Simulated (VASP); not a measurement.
# Ga3AsP2 (P6_3mc) in VASP: notebook, part 2 of 2

VASP 6.6.1. Earlier steps stand in the parts before.

## 4. Relaxation of cell and atoms, PBE

Contents of INCAR:

```
SYSTEM = Ga3AsP2
ALGO     = Normal         ! electronic algorithm
EDIFF    = 1E-7           ! SCF threshold, eV
EDIFFG   = -0.04          ! ionic threshold
ENCUT    = 600            ! plane-wave cutoff, eV
GGA      = PE             ! functional
IBRION   = 2              ! ionic algorithm
ISIF     = 3              ! what is computed and relaxed
ISMEAR   = 0              ! smearing method
LASPH    = .True.         ! aspherical terms in the spheres
LCHARG   = .False.        ! write CHGCAR
LREAL    = .False.        ! projectors in reciprocal space
LWAVE    = .False.        ! write WAVECAR
NELM     = 100            ! most SCF steps
NSW      = 90             ! ionic steps
PREC     = Accurate       ! precision mode
SIGMA    = 0.1            ! smearing width, eV
```

Contents of KPOINTS:

```
k-points
0
Gamma
  6 6 1
  0 0 0
```

Contents of POSCAR:

```
Ga3AsP2
1.0
    3.8217522400      0.0000000000      0.0000000000
   -1.9108761200      3.3097345300      0.0000000000
    0.0000000000      0.0000000000     18.9081567600
Ga P As
6 4 2
Direct
    0.3333333300      0.6666666700      0.3333280300
    0.3333333300      0.6666666700      0.6666613600
    0.3333333300      0.6666666700      0.9999947000
    0.6666666700      0.3333333300      0.1666613600
    0.6666666700      0.3333333300      0.4999947000
    0.6666666700      0.3333333300      0.8333280300
    0.3333333300      0.6666666700      0.1246719700
    0.3333333300      0.6666666700      0.7913386300
    0.6666666700      0.3333333300      0.2913386300
    0.6666666700      0.3333333300      0.6246719700
    0.3333333300      0.6666666700      0.4580053000
    0.6666666700      0.3333333300      0.9580053000
```

Potentials or basis: VASP PAW PBE potentials, release 64 (Ga_d, P, As).

Run with:

```console
> cat potpaw_PBE.64/Ga_d/POTCAR potpaw_PBE.64/P/POTCAR potpaw_PBE.64/As/POTCAR > POTCAR
> mpirun -np 1 vasp_std > vasp.out
```

OUTCAR:

```text
SYSTEM = Ga3AsP2
   EDIFF = 1E-7
   EDIFFG = -0.04
   ENCUT = 600
   GGA = PE
   IBRION = 2
   ISIF = 3
   ISMEAR = 0
   LASPH = .True.
   LREAL = .False.
   NELM = 100
   NSW = 90
   PREC = Accurate

 ion  position               nearest neighbor table
   1  0.333  0.667  0.333-   9 2.34   9 2.34   9 2.34  11 2.36
   2  0.333  0.667  0.667-  10 2.34  10 2.34  10 2.34   8 2.36
   3  0.333  0.667  1.000-  12 2.34  12 2.34  12 2.34   7 2.36
   4  0.667  0.333  0.167-   7 2.34   7 2.34   7 2.34   9 2.36
   5  0.667  0.333  0.500-  11 2.34  11 2.34  11 2.34  10 2.36
   6  0.667  0.333  0.833-   8 2.34   8 2.34   8 2.34  12 2.36
   7  0.333  0.667  0.125-   4 2.34   4 2.34   4 2.34   3 2.36
   8  0.333  0.667  0.791-   6 2.34   6 2.34   6 2.34   2 2.36
   9  0.667  0.333  0.291-   1 2.34   1 2.34   1 2.34   4 2.36
  10  0.667  0.333  0.625-   2 2.34   2 2.34   2 2.34   5 2.36
  11  0.333  0.667  0.458-   5 2.34   5 2.34   5 2.34   1 2.36
  12  0.667  0.333  0.958-   3 2.34   3 2.34   3 2.34   6 2.36

  LATTYP: Found a hexagonal cell.
 ALAT       =     3.8217522400
 C/A-ratio  =     4.9475098260

  Lattice vectors:

 A1 = (   3.8217522400,   0.0000000000,   0.0000000000)
 A2 = (  -1.9108761200,   3.3097345300,   0.0000000000)
 A3 = (   0.0000000000,   0.0000000000,  18.9081567600)

Analysis of symmetry for initial positions (statically):
=====================================================================
 Subroutine PRICEL returns:
 Original cell was already a primitive cell.

 Routine SETGRP: Setting up the symmetry group for a
 hexagonal supercell.

 Subroutine GETGRP returns: Found 12 space group operations
 (whereof  6 operations were pure point group operations)
 out of a pool of 24 trial point group operations.

The static configuration has the point symmetry C_3v.
 The point group associated with its full space group is C_6v.

Analysis of symmetry for dynamics (positions and initial velocities):
=====================================================================
 Subroutine PRICEL returns:
 Original cell was already a primitive cell.

 Routine SETGRP: Setting up the symmetry group for a
 hexagonal supercell.

 Subroutine GETGRP returns: Found 12 space group operations
 (whereof  6 operations were pure point group operations)
 out of a pool of 24 trial point group operations.

The dynamic configuration has the point symmetry C_3v.
 The point group associated with its full space group is C_6v.

 Subroutine INISYM returns: Found 12 space group operations
 (whereof  6 operations are pure point group operations),
 and found     1 'primitive' translations

----------------------------------------------------------------------------------------

                                     Primitive cell

  volume of cell :     239.1690

  direct lattice vectors                    reciprocal lattice vectors
     3.821752240  0.000000000  0.000000000     0.261660081  0.151069518  0.000000000
    -1.910876120  3.309734530  0.000000000     0.000000000  0.302139036  0.000000000
     0.000000000  0.000000000 18.908156760     0.000000000  0.000000000  0.052887228

  length of vectors
     3.821752240  3.821752243 18.908156760     0.302139036  0.302139036  0.052887228

  position of ions in fractional coordinates (direct lattice)
[... 57 lines left out ...]
  0.166667  0.000000  0.000000      6.000000
  0.333333  0.000000  0.000000      6.000000
  0.500000  0.000000  0.000000      3.000000
  0.166667  0.166667  0.000000      6.000000
  0.333333  0.166667  0.000000     12.000000
  0.333333  0.333333  0.000000      2.000000
   k-points           NKPTS =      7   k-points in BZ     NKDIM =      7   number of bands    NBANDS=     64
   number of dos      NEDOS =    301   number of ions     NIONS =     12
   total plane-waves  NPLWV = 163840
   dimension x,y,z NGX =    32 NGY =   32 NGZ =  160
   dimension x,y,z NGXF=    64 NGYF=   64 NGZF=  320
   ions per type =               6   4   2
   NGX,Y,Z   is equivalent  to a cutoff of  13.92, 13.92, 14.07 a.u.
   NGXF,Y,Z  is equivalent  to a cutoff of  27.84, 27.84, 28.14 a.u.
 SYSTEM =  Ga3AsP2
   PREC   = accura    normal or accurate (medium, high low for compatibility)
   ISTART =      0    job   : 0-new  1-cont  2-samecut
   ICHARG =      2    charge: 1-file 2-atom 10-const
   ISPIN  =      1    spin polarized calculation?
   LNONCOLLINEAR =      F non collinear calculations
   LSORBIT =      F    spin-orbit coupling
   LASPH  =      T    aspherical Exc in radial PAW
   ENCUT  =  600.0 eV  44.10 Ry    6.64 a.u.   7.63  7.63 37.76*2*pi/ulx,y,z
   NELM   =    100;   NELMIN=  2; NELMDL= -5     # of ELM steps
   EDIFF  = 0.1E-06   stopping-criterion for ELM
   LREAL  =      F    real-space projection
   EDIFFG = -.4E-01   stopping-criterion for IOM
   NSW    =     90    number of steps for IOM
   IBRION =      2    ionic relax: 0-MD 1-quasi-New 2-CG
   NFREE  =      1    steps in history (QN), initial steepest desc. (CG)
   ISIF   =      3    stress and relaxation
   ISYM   =      2    0-nonsym 1-usesym 2-fastsym
   POTIM  = 0.5000    time-step for ionic-motion
   TEBEG  =    0.0;   TEEND  =   0.0 temperature during run
   PSTRESS=    0.0 pullay stress
   NELECT =     108.0000    total number of electrons
   NUPDOWN=      -1.0000    fix difference up-down
   EMIN   =  10.00;   EMAX   =-10.00  energy-range for DOS
   EFERMI =   0.00;   METHOD = LEGACY
   ISMEAR =     0;   SIGMA  =   0.10  broadening in eV -4-tet -1-fermi 0-gaus
   EFERMI_NEDOS =   21; number of points for ismear=-14 and -15
   IALGO  =     38    algorithm
   IMIX   =      4    mixing-type and parameters
     AMIX     =   0.40;   BMIX     =  1.00
     AMIX_MAG =   1.60;   BMIX_MAG =  1.00
  volume/ion in A,a.u.               =      19.93       134.50
  Fermi-wavevector in a.u.,A,eV,Ry     =   1.255975  2.373449 21.462838  1.577474
  Thomas-Fermi vector in A             =   2.389706
   LORBIT       =      0    0 simple, 1 ext, 2 COOP (PROOUT), +10 PAW based schemes
   GGA     = PE    functional components
   LHFCALC =     F    Hartree Fock is set to
   AEXX    =    0.0000 exact exchange contribution
   IVDW    =     0    specifies the selected vdW correction
   LEPSILON=     F    determine dielectric tensor
   LRPA    =     F    only Hartree local field effects (RPA)
 conjugate gradient relaxation of ions
 non-spin polarized calculation
 Gauss-broadening in eV      SIGMA  =   0.10
  energy-cutoff  :      600.00
  volume of cell :      239.17
 maximum number of plane-waves:      8025
 NGX is ok and might be reduce to    32
   NGX = 15   NGY = 15   NGZ = 75

--------------------------------------- Ionic step        1  -------------------------------------------

 number of electron     108.0000008 magnetization

 Free energy of the ion-electron system (eV)
  ---------------------------------------------------
  ext. energy  EPLUGINS =         0.00000000
  ---------------------------------------------------
  free energy    TOTEN  =       -52.13149478 eV

  energy without entropy =      -52.13149478  energy(sigma->0) =      -52.13149478

------------------------ aborting loop because EDIFF is reached ----------------------------------------

  FORCE on cell =-STRESS in cart. coord.  units (eV):
  Direction    XX          YY          ZZ          XY          YZ          ZX
  --------------------------------------------------------------------------------------
  -------------------------------------------------------------------------------------
  Total       11.8887386     11.8887387     11.5712026      0.0000000     -0.0000000      0.0000000
  in kB       79.6418754     79.6418755     77.5147224      0.0000000     -0.0000000      0.0000000
  external PRESSURE =      78.9328244 kB  Pullay stress =       0.0000000 kB
[... 33 lines left out ...]
--------------------------------------- Ionic step        2  -------------------------------------------

 number of electron     107.9999997 magnetization

 E-fermi :   4.0683     XC(G=0):  -9.3558

 val. band max:        3.7505788227   @ k =   0.0000   0.0000   0.0000
 cond. band min:       4.3755028114   @ k =   0.0000   0.0000   0.0000
 fundamental gap:      0.6249239887
 Fermi energy:         4.0683358933

 k-point     1 :       0.0000    0.0000    0.0000
  band No.  band energies     occupation
      1     -11.0354      2.00000
      2     -11.0340      2.00000
      3     -10.9867      2.00000
      4     -10.9867      2.00000
      5     -10.9867      2.00000
      6     -10.9867      2.00000
[... 641 lines left out ...]
--------------------------------------- Ionic step        6  -------------------------------------------

 number of electron     107.9999983 magnetization

 Free energy of the ion-electron system (eV)
  ---------------------------------------------------
  ext. energy  EPLUGINS =         0.00000000
  ---------------------------------------------------
  free energy    TOTEN  =       -52.73826581 eV

  energy without entropy =      -52.73826581  energy(sigma->0) =      -52.73826581

 E-fermi :   4.7035     XC(G=0):  -9.5754

 val. band max:        4.2608378602   @ k =   0.0000   0.0000   0.0000
 cond. band min:       5.1336645794   @ k =   0.0000   0.0000   0.0000
 fundamental gap:      0.8728267193
 Fermi energy:         4.7034637105

 k-point     1 :       0.0000    0.0000    0.0000
  band No.  band energies     occupation
      1     -10.6658      2.00000
      2     -10.6635      2.00000
      3     -10.6260      2.00000
      4     -10.6229      2.00000
      5     -10.6071      2.00000
      6     -10.6071      2.00000
[... 497 lines left out ...]
  FREE ENERGIE OF THE ION-ELECTRON SYSTEM (eV)
  ---------------------------------------------------
  free  energy   TOTEN  =       -52.7382658059 eV

  energy  without entropy=      -52.7382658059  energy(sigma->0) =      -52.73826581

 reached required accuracy - stopping structural energy minimisation
```

It took 20 min on 1 thread of AMD EPYC 7R13, shared host; peak memory 0.47 GiB.

Results:

- Free energy: -52.7383 eV
- Relaxed volume: 21.80 Å³/atom
- Relaxed cell: a = 3.939 Å, b = 3.939 Å, c = 19.468 Å, α = 90.00°, β = 90.00°, γ = 120.00°
- Space group after relaxing (to 0.1 Å): P6_3mc (No. 186)
- Energy gained by relaxing: 50.6 meV/atom
- Ionic steps: 6
- Pressure after relaxing: 0.0 GPa
- Largest force after relaxing: 0.014 eV/Å
- Band gap on the k mesh: 0.87 eV

Forces on the atoms (eV/Å):
```
Ga   0.000  0.000  0.006
Ga   0.000  0.000  0.003
Ga   0.000  0.000 -0.003
Ga   0.000  0.000  0.003
Ga   0.000  0.000 -0.003
Ga   0.000  0.000  0.006
P    0.000  0.000  0.011
P    0.000  0.000 -0.014
P    0.000  0.000 -0.014
P    0.000  0.000  0.011
As   0.000  0.000 -0.003
As   0.000  0.000 -0.003
```

Step by step:
| step | energy change (eV) | largest force (eV/Å) | pressure (GPa) | volume (Å³) |
| --- | --- | --- | --- | --- |
| 1 | 0.0000 | 0.8433 | 7.89 | 239.17 |
| 2 | -0.4504 | 0.2457 | -3.11 | 274.79 |
| 3 | -0.5701 | 0.3403 | -0.24 | 262.55 |
| 4 | -0.5912 | 0.1807 | -0.10 | 261.99 |
| 5 | -0.6038 | 0.1378 | 0.10 | 261.12 |
| 6 | -0.6068 | 0.0139 | -0.03 | 261.60 |

Final structure:
```xyz
12
Lattice="3.9390 0.0000 0.0000 -1.9695 3.4113 0.0000 0.0000 0.0000 19.4683" Properties=species:S:1:pos:R:3 pbc="T T T"
Ga    0.0000    2.2742    6.4229
Ga    0.0000    2.2742   12.9786
Ga    0.0000    2.2742    0.0677
Ga    1.9695    1.1371    3.2445
Ga    1.9695    1.1371    9.8019
Ga    1.9695    1.1371   16.1570
P     0.0000    2.2742    2.4588
P     0.0000    2.2742   15.3786
P     1.9695    1.1371    5.6444
P     1.9695    1.1371   12.1930
As    0.0000    2.2742    8.9113
As    1.9695    1.1371   18.6455
```

Levels at points of the mesh, in eV from the valence-band top:
```
           k point  band 51  band 52  band 53  band 54  band 55  band 56  band 57  band 58
(0.00, 0.00, 0.00)    -0.17    -0.17     0.00     0.00     0.87     0.95     1.07     1.46
(0.50, 0.00, 0.00)    -1.91    -1.78    -1.54    -1.22     1.14     1.27     1.38     1.44
```

## 5. The runs side by side

```csv
task,cell,cutoff (eV),gap on the mesh (eV),pressure (GPa),largest force (eV/Å)
single point,"a = 3.822, b = 3.822, c = 18.908 Å, angles 90.0, 90.0, 120.0°, 12 atoms, atomic positions A",520,1.26,7.9,0.84
single point,"a = 3.933, b = 3.933, c = 19.458 Å, angles 90.0, 90.0, 120.0°, 12 atoms, atomic positions B",520,0.91,0.2,0.05
relaxation of cell and atoms,"relaxed from a = 3.822, b = 3.822, c = 18.908 Å, angles 90.0, 90.0, 120.0°, 12 atoms, atomic positions A",600,0.87,0.0,0.01
```

Alike in all rows: level PBE; potentials or basis VASP PAW PBE potentials, release 64 (Ga_d, P, As); no spin polarisation; k mesh 6 × 6 × 1; smearing gaussian 0.1 eV.

Caveats: the cell stands under pressure (at least some runs).

Absolute energies hang on the potentials; compare differences alone.
